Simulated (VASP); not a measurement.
# Cd27Te26 (a cell with a defect) in VASP: single point with PBE

Aim: the single point of Cd27Te26 (a cell with a defect) with PBE.

All numbers are computed with VASP 6.6.1; they aren't measurements. Logs are shortened: lines on timing, memory, paths and dates and some standing lists are left out, and cuts for length are marked.

**1. The cell of the first run**

The cell holds a defect, 53 atoms: a = 13.598 Å, b = 13.598 Å, c = 13.598 Å, α = 60.00°, β = 60.00°, γ = 60.00°.

**2. Single point, PBE, collinear spin**

Input file INCAR:

```
SYSTEM = Cd27Te26
PREC = Accurate
ENCUT = 400
EDIFF = 1E-6
ISMEAR = 0
SIGMA = 0.05
LREAL = Auto
LASPH = .TRUE.
NELM = 200
ALGO = Normal
ISIF = 2
LWAVE = .FALSE.
LCHARG = .FALSE.
ISPIN = 2
MAGMOM = 0.2 0.2 0 0.2 0 0 0 0 0 0.2 0 0 0 0 0 0 0 0 0 0 0 0 0 0 0 0 0 0 0 0 0 0 0 0 0 0 0 0 0 0 0 0 0 0 0 0 0 0 0 0 0 0 0
LORBIT = 11
GGA = PE
NBANDS = 276
GGA_COMPAT = .FALSE.
NCORE = 4
```

Input file KPOINTS:

```
Automatic mesh
0
G
  1 1 1
  0 0 0
```

Input file POSCAR:

```
Cd27Te26
1.0
    0.0000000000      9.6150000000      9.6150000000
    9.6150000000      0.0000000000      9.6150000000
    9.6150000000      9.6150000000      0.0000000000
Cd Te
27 26
Direct
    0.0197220904      0.0195478742      0.0195993465
    0.0192001649      0.0189991274      0.2760948523
    0.0013926710      0.0014959326      0.6653939988
    0.0194531984      0.2752767418      0.0193769327
    0.0033236131      0.3310670178      0.3310144211
    0.0033686248      0.3309480969      0.6679906294
    0.0014492212      0.6651319797      0.0017200038
    0.0033454612      0.6679427732      0.3310024943
    0.0013518813      0.6652637912      0.6653560029
    0.2729612118      0.0201008808      0.0201878234
    0.3311114276      0.0034081431      0.3308174172
    0.3310253532      0.0034803851      0.6680186031
    0.3310459483      0.3307654739      0.0035750601
    0.3334352496      0.3332844595      0.3333190723
    0.3310983658      0.3308203549      0.6680498894
    0.3309939167      0.6679943456      0.0035678029
    0.3311350126      0.6679758739      0.3308510828
    0.3354750642      0.6659415631      0.6660489037
    0.6648310283      0.0016295981      0.0017866626
    0.6680534019      0.0033671700      0.3309372956
    0.6649052540      0.0015289909      0.6654617455
    0.6680468245      0.3308492606      0.0035026979
    0.6680441777      0.3310228552      0.3309840074
    0.6658298316      0.3355654194      0.6660559850
    0.6648455834      0.6652475877      0.0017568008
    0.6658355029      0.6659663482      0.3356501778
    0.6658251556      0.6659443950      0.6660590052
    0.0797594761      0.0797588155      0.4097137603
    0.0797033381      0.0796646939      0.7645758797
    0.0797820023      0.4094808276      0.0797987140
    0.0826810948      0.4168696091      0.4169249618
    0.0797065558      0.4095799099      0.7643830462
    0.0796859531      0.7645443008      0.0797478493
    0.0798076626      0.7640682433      0.4097173357
    0.0837751351      0.7498266425      0.7500258964
    0.4091302459      0.0795687166      0.0796336489
    0.4169746997      0.0825469135      0.4169197609
    0.4092025312      0.0795414800      0.7650746618
    0.4169789276      0.4168982695      0.0826034409
    0.4169679910      0.4168713178      0.4169511205
    0.4153975158      0.4154969123      0.7513025900
    0.4091527069      0.7650109906      0.0796312177
    0.4154079019      0.7511736090      0.4156087607
    0.4153929809      0.7512209271      0.7512951466
    0.7646869063      0.0796044198      0.0797095747
    0.7642297544      0.0797262412      0.4097202597
    0.7496909300      0.0838656319      0.7500454003
    0.7644520892      0.4095021503      0.0797210964
    0.7511301039      0.4155098809      0.4156080395
    0.7511604150      0.4154922628      0.7512561477
    0.7497267596      0.7498896103      0.0839573982
    0.7511442489      0.7511490268      0.4156045499
    0.7496691095      0.7498295987      0.7500324083
```

Potentials or basis: VASP PAW PBE potentials, release 64 (Cd, Te).

Run with:

```sh
> cat potpaw_PBE.64/Cd/POTCAR potpaw_PBE.64/Te/POTCAR > POTCAR
> mpirun -np 4 vasp_gam > vasp.out
```

OUTCAR:

```text
SYSTEM = Cd27Te26
   PREC = Accurate
   ENCUT = 400
   EDIFF = 1E-6
   ISMEAR = 0
   LREAL = Auto
   LASPH = .TRUE.
   NELM = 200
   ISIF = 2
   ISPIN = 2
   LORBIT = 11
   GGA = PE

 ion  position               nearest neighbor table
   1  0.020  0.020  0.020-  33 2.89  45 2.89  29 2.89  10 3.45   4 3.47   2 3.48
   2  0.019  0.019  0.276-  34 2.89  28 2.89  46 2.89  10 3.47   1 3.48   4 3.49
   3  0.001  0.001  0.665-  35 2.79  47 2.79  29 2.84  28 2.84
   4  0.019  0.275  0.019-  30 2.89  48 2.89  32 2.89  10 3.46   1 3.47   2 3.49
   5  0.003  0.331  0.331-  31 2.79  30 2.79  28 2.79  49 2.80
   6  0.003  0.331  0.668-  31 2.79  29 2.79  32 2.79  50 2.80
   7  0.001  0.665  0.002-  35 2.79  51 2.79  30 2.84  33 2.84
   8  0.003  0.668  0.331-  31 2.79  33 2.79  34 2.79  52 2.80
   9  0.001  0.665  0.665-  35 2.79  53 2.79  34 2.84  32 2.84
  10  0.273  0.020  0.020-  36 2.90  42 2.90  38 2.90   1 3.45   4 3.46   2 3.47
  11  0.331  0.003  0.331-  37 2.79  36 2.79  28 2.79  43 2.80
  12  0.331  0.003  0.668-  37 2.79  29 2.79  38 2.79  44 2.80
  13  0.331  0.331  0.004-  39 2.79  36 2.79  30 2.79  41 2.80
  14  0.333  0.333  0.333-  39 2.78  37 2.78  40 2.78  31 2.78
  15  0.331  0.331  0.668-  40 2.79  38 2.79  32 2.80  41 2.80
  16  0.331  0.668  0.004-  39 2.79  42 2.79  33 2.79  44 2.80
[... 35 lines left out ...]
  52  0.751  0.751  0.416-  26 2.78  27 2.78   8 2.80  20 2.80
  53  0.750  0.750  0.750-   9 2.79  27 2.79  21 2.79  25 2.79

  LATTYP: Found a face centered cubic cell.
 ALAT       =    19.2300000000

  Lattice vectors:

 A1 = (   0.0000000000,   9.6150000000,   9.6150000000)
 A2 = (   9.6150000000,   0.0000000000,   9.6150000000)
 A3 = (   9.6150000000,   9.6150000000,   0.0000000000)

Analysis of symmetry for initial positions (statically):
=====================================================================
 Subroutine PRICEL returns:
 Original cell was already a primitive cell.

 Routine SETGRP: Setting up the symmetry group for a
 face centered cubic supercell.

 Subroutine GETGRP returns: Found  1 space group operations
 (whereof  1 operations were pure point group operations)
 out of a pool of 48 trial point group operations.

The static configuration has the point symmetry C_1 .

Analysis of symmetry for dynamics (positions and initial velocities):
=====================================================================
 Subroutine PRICEL returns:
 Original cell was already a primitive cell.

 Routine SETGRP: Setting up the symmetry group for a
 face centered cubic supercell.

 Subroutine GETGRP returns: Found  1 space group operations
 (whereof  1 operations were pure point group operations)
 out of a pool of 48 trial point group operations.

The dynamic configuration has the point symmetry C_1 .

Analysis of structural, dynamic, and magnetic symmetry:
=====================================================================
 Subroutine PRICEL returns:
 Original cell was already a primitive cell.

 Routine SETGRP: Setting up the symmetry group for a
 face centered cubic supercell.

 Subroutine GETGRP returns: Found  1 space group operations
 (whereof  1 operations were pure point group operations)
 out of a pool of 48 trial point group operations.

The overall configuration has the point symmetry C_1 .

 Subroutine INISYM returns: Found  1 space group operations
 (whereof  1 operations are pure point group operations),
 and found     1 'primitive' translations

----------------------------------------------------------------------------------------

                                     Primitive cell

  volume of cell :    1777.7794

  direct lattice vectors                    reciprocal lattice vectors
     0.000000000  9.615000000  9.615000000    -0.052002080  0.052002080  0.052002080
     9.615000000  0.000000000  9.615000000     0.052002080 -0.052002080  0.052002080
     9.615000000  9.615000000  0.000000000     0.052002080  0.052002080 -0.052002080

  length of vectors
    13.597663402 13.597663402 13.597663402     0.090070245  0.090070245  0.090070245

  position of ions in fractional coordinates (direct lattice)
[... 149 lines left out ...]
   ISTART =      0    job   : 0-new  1-cont  2-samecut
   ICHARG =      2    charge: 1-file 2-atom 10-const
   ISPIN  =      2    spin polarized calculation?
   LNONCOLLINEAR =      F non collinear calculations
   LSORBIT =      F    spin-orbit coupling
   LASPH  =      T    aspherical Exc in radial PAW
   ENCUT  =  400.0 eV  29.40 Ry    5.42 a.u.  22.17 22.17 22.17*2*pi/ulx,y,z
   NELM   =    200;   NELMIN=  2; NELMDL= -5     # of ELM steps
   EDIFF  = 0.1E-05   stopping-criterion for ELM
   LREAL  =      T    real-space projection
   EDIFFG = 0.1E-04   stopping-criterion for IOM
   NSW    =      0    number of steps for IOM
   IBRION =     -1    ionic relax: 0-MD 1-quasi-New 2-CG
   NFREE  =      0    steps in history (QN), initial steepest desc. (CG)
   ISIF   =      2    stress and relaxation
   ISYM   =      2    0-nonsym 1-usesym 2-fastsym
   POTIM  = 0.5000    time-step for ionic-motion
   TEBEG  =    0.0;   TEEND  =   0.0 temperature during run
   PSTRESS=    0.0 pullay stress
   NELECT =     480.0000    total number of electrons
   NUPDOWN=      -1.0000    fix difference up-down
   EMIN   =  10.00;   EMAX   =-10.00  energy-range for DOS
   EFERMI =   0.00;   METHOD = LEGACY
   ISMEAR =     0;   SIGMA  =   0.05  broadening in eV -4-tet -1-fermi 0-gaus
   EFERMI_NEDOS =   21; number of points for ismear=-14 and -15
   IALGO  =     38    algorithm
   IMIX   =      4    mixing-type and parameters
     AMIX     =   0.40;   BMIX     =  1.00
     AMIX_MAG =   1.60;   BMIX_MAG =  1.00
  volume/ion in A,a.u.               =      33.54       226.36
  Fermi-wavevector in a.u.,A,eV,Ry     =   1.058106  1.999531 15.232932  1.119589
  Thomas-Fermi vector in A             =   2.193404
   LORBIT       =     11    0 simple, 1 ext, 2 COOP (PROOUT), +10 PAW based schemes
   GGA     = PE    functional components
   LHFCALC =     F    Hartree Fock is set to
   AEXX    =    0.0000 exact exchange contribution
   IVDW    =     0    specifies the selected vdW correction
   LEPSILON=     F    determine dielectric tensor
   LRPA    =     F    only Hartree local field effects (RPA)
 spin polarized calculation
 Gauss-broadening in eV      SIGMA  =   0.05
  energy-cutoff  :      400.00
  volume of cell :     1777.78
 maximum number of plane-waves:     16156
 NGX is ok and might be reduce to    84
   NGX = 45   NGY = 45   NGZ = 45

 number of electron     479.9999917 magnetization       0.0000321

 number of electron     479.9999917 magnetization      -0.0000150

 Free energy of the ion-electron system (eV)
  ---------------------------------------------------
  ext. energy  EPLUGINS =         0.00000000
  ---------------------------------------------------
  free energy    TOTEN  =      -117.25159601 eV

  energy without entropy =     -117.25159601  energy(sigma->0) =     -117.25159601

 E-fermi :   2.7498     XC(G=0):  -8.6353

 val. band max:        2.4860984084   @ k =   0.0000   0.0000   0.0000
 cond. band min:       3.6419884390   @ k =   0.0000   0.0000   0.0000
 fundamental gap:      1.1558900306
 Fermi energy:         2.7498258933

 spin component 1

 k-point     1 :       0.0000    0.0000    0.0000
  band No.  band energies     occupation
      1      -8.6908      1.00000
      2      -8.4089      1.00000
      3      -8.3938      1.00000
      4      -8.3924      1.00000
      5      -8.3913      1.00000
      6      -8.3774      1.00000
[... 244 lines left out ...]
    251       4.6592      0.00000
    252       5.0116      0.00000
 Fermi energy:         2.7498258933

 spin component 2

 k-point     1 :       0.0000    0.0000    0.0000
  band No.  band energies     occupation
      1      -8.6908      1.00000
      2      -8.4089      1.00000
      3      -8.3938      1.00000
      4      -8.3924      1.00000
      5      -8.3913      1.00000
      6      -8.3774      1.00000
[... 244 lines left out ...]
    251       4.6592      0.00000
    252       5.0116      0.00000
 [bands above 252 left out]

------------------------ aborting loop because EDIFF is reached ----------------------------------------

  FORCE on cell =-STRESS in cart. coord.  units (eV):
  Direction    XX          YY          ZZ          XY          YZ          ZX
  --------------------------------------------------------------------------------------
  -------------------------------------------------------------------------------------
  Total       35.7096705     35.7047544     35.7151954      0.0082653     -0.0307407     -0.0004814
  in kB       32.1824100     32.1779795     32.1873892      0.0074489     -0.0277043     -0.0004339
  external PRESSURE =      32.1825929 kB  Pullay stress =       0.0000000 kB

 VOLUME and BASIS-vectors are now :
 -----------------------------------------------------------------------------
  energy-cutoff  :      400.00
  volume of cell :     1777.78
      direct lattice vectors                 reciprocal lattice vectors
     0.000000000  9.615000000  9.615000000    -0.052002080  0.052002080  0.052002080
     9.615000000  0.000000000  9.615000000     0.052002080 -0.052002080  0.052002080
     9.615000000  9.615000000  0.000000000     0.052002080  0.052002080 -0.052002080

 POSITION                                       TOTAL-FORCE (eV/Angst)
 -----------------------------------------------------------------------------------
      0.37640      0.37808      0.37758         0.007663      0.007479      0.009594
      2.83733      2.83926      0.36729        -0.009900     -0.010104      0.009705
      6.41215      6.41115      0.02777         0.001301      0.000152     -0.002928
      2.83310      0.37335      2.83383        -0.012277      0.007516     -0.009350
      6.36591      3.21466      3.21517         0.001533     -0.001889     -0.005017
      9.60480      6.45512      3.21446         0.005304      0.003231     -0.002966
[... 45 lines left out ...]
     11.21834     11.21829     14.44455        -0.000020      0.000424      0.013770
     14.42117     14.41963     14.41768        -0.004886     -0.007291     -0.010576
 -----------------------------------------------------------------------------------
    total drift:                                0.015903      0.003313     -0.016692

  FREE ENERGIE OF THE ION-ELECTRON SYSTEM (eV)
  ---------------------------------------------------
  free  energy   TOTEN  =      -117.2515960150 eV

  energy  without entropy=     -117.2515960150  energy(sigma->0) =     -117.25159601

 total charge

# of ion       s       p       d       tot
------------------------------------------
    1        0.477   0.236   9.523  10.237
    2        0.477   0.237   9.524  10.238
    3        0.459   0.308   9.532  10.299
    4        0.477   0.237   9.524  10.238
    5        0.455   0.334   9.531  10.320
    6        0.455   0.334   9.531  10.320
[... 45 lines left out ...]
   52        1.332   2.118   0.020   3.470
   53        1.335   2.112   0.020   3.467
--------------------------------------------------
tot         47.174  63.072 257.831 368.077

 magnetization (x)

# of ion       s       p       d       tot
------------------------------------------
    1       -0.000   0.000  -0.000  -0.000
    2       -0.000   0.000  -0.000  -0.000
    3       -0.000  -0.000   0.000  -0.000
    4       -0.000   0.000  -0.000  -0.000
    5       -0.000  -0.000  -0.000  -0.000
    6       -0.000  -0.000  -0.000  -0.000
[... 45 lines left out ...]
   52       -0.000  -0.000   0.000  -0.000
   53       -0.000  -0.000  -0.000  -0.000
--------------------------------------------------
tot         -0.000   0.000  -0.000  -0.000
```

Wall time 23 min (4 MPI ranks of AMD EPYC 7R43 (Zen 3), shared host); peak memory 0.57 GiB.

Results:

| Quantity | Value |
| --- | --- |
| Free energy | -117.2516 eV |
| Pressure | 3.2 GPa |
| Largest force | 0.019 eV/Å |
| Band gap on the k mesh | 1.16 eV |
| Net moment | 0.00 μB per cell |
| Valence electrons inside the program's atomic spheres | Cd 10.24, 10.30, 10.32, 10.33 (each value once); Te 3.44, 3.47 (each value once) |

Forces in eV/Å, atoms in the order of the input:
```
Cd   0.008  0.007  0.010
Cd  -0.010 -0.010  0.010
Cd   0.001  0.000 -0.003
Cd  -0.012  0.008 -0.009
Cd   0.002 -0.002 -0.005
Cd   0.005  0.003 -0.003
Cd   0.002 -0.006  0.001
Cd   0.003 -0.004  0.000
Cd   0.002  0.001 -0.002
Cd   0.005 -0.008 -0.006
Cd  -0.003  0.001 -0.004
Cd   0.002  0.005 -0.002
Cd  -0.006 -0.003  0.004
Cd   0.000  0.001  0.000
Cd   0.003  0.003 -0.004
Cd   0.000 -0.004  0.005
Cd   0.002  0.001  0.004
Cd   0.003 -0.001 -0.002
Cd  -0.007  0.000  0.000
Cd  -0.003  0.004 -0.001
Cd   0.002  0.002 -0.002
Cd  -0.005 -0.002  0.004
Cd   0.000  0.003  0.003
Cd  -0.002  0.003 -0.003
Cd   0.001 -0.001  0.005
Cd  -0.004 -0.002  0.003
Cd   0.003  0.002  0.002
Te   0.002  0.003 -0.012
Te  -0.003 -0.003 -0.013
Te   0.003 -0.018  0.002
Te   0.005 -0.006 -0.005
Te   0.011 -0.001  0.002
Te  -0.003 -0.013 -0.004
Te   0.014  0.003 -0.002
Te  -0.006  0.011  0.007
Te  -0.018 -0.001 -0.002
Te  -0.005  0.003 -0.005
Te   0.000  0.017  0.000
Te  -0.006 -0.006  0.005
Te   0.004  0.004  0.005
Te   0.000  0.000 -0.014
Te   0.002  0.000  0.018
Te   0.000 -0.014  0.000
Te   0.014  0.000  0.001
Te  -0.014 -0.002 -0.005
Te   0.001  0.015 -0.002
Te   0.010 -0.005  0.005
Te   0.003 -0.002  0.016
Te  -0.014 -0.002  0.001
Te   0.000  0.015  0.000
Te   0.009  0.008 -0.008
Te   0.000  0.000  0.014
Te  -0.005 -0.007 -0.011
```

Caveat: the k points lie up to 0.57 Å⁻¹ apart; spin-orbit coupling is left out, which moves the levels of the heavy elements.
